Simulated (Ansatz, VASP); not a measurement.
**One calculation of SiO2, two programs**

```xyz
6
Lattice="4.2798 0.0000 0.0000 0.0000 4.2798 0.0000 0.0000 0.0000 2.7891" Properties=species:S:1:pos:R:3 pbc="T T T"
Si    2.1399    2.1399    1.3945
Si    0.0000    0.0000    0.0000
O     2.9720    2.9720    0.0000
O     0.8321    3.4477    1.3945
O     1.3078    1.3078    0.0000
O     3.4477    0.8321    1.3945
```

Alike in both runs: task single point; functional LDA; k mesh 6 × 6 × 8; occupations gaussian, width 0.05 eV; no spin polarisation.

|  | VASP | Ansatz |
| --- | --- | --- |
| version | VASP 6.6.1 | Ansatz 0.2.0 |
| potentials or method | VASP PAW LDA potentials, release 64 (Si, O), cutoff 520 eV | scalar-relativistic, plane waves, PAW |
| valence electrons in the cell | 32 | 32 |

```tsv
	VASP	Ansatz	Ansatz less VASP
gap on the k mesh at the Fermi level (eV)	3.93	3.93	+0.002
least direct gap on the mesh (eV)	3.93	3.93	+0.002
rms of the force components (eV/Å)	0.201	0.212	+0.0113
```

Ansatz warns that its potentials were made for another functional, while VASP's fit it. LDA's correlation is that of Perdew and Zunger in VASP and of Perdew and Wang (1992) in Ansatz. Atom by atom the forces differ by 0.011 eV/Å (rms over components).
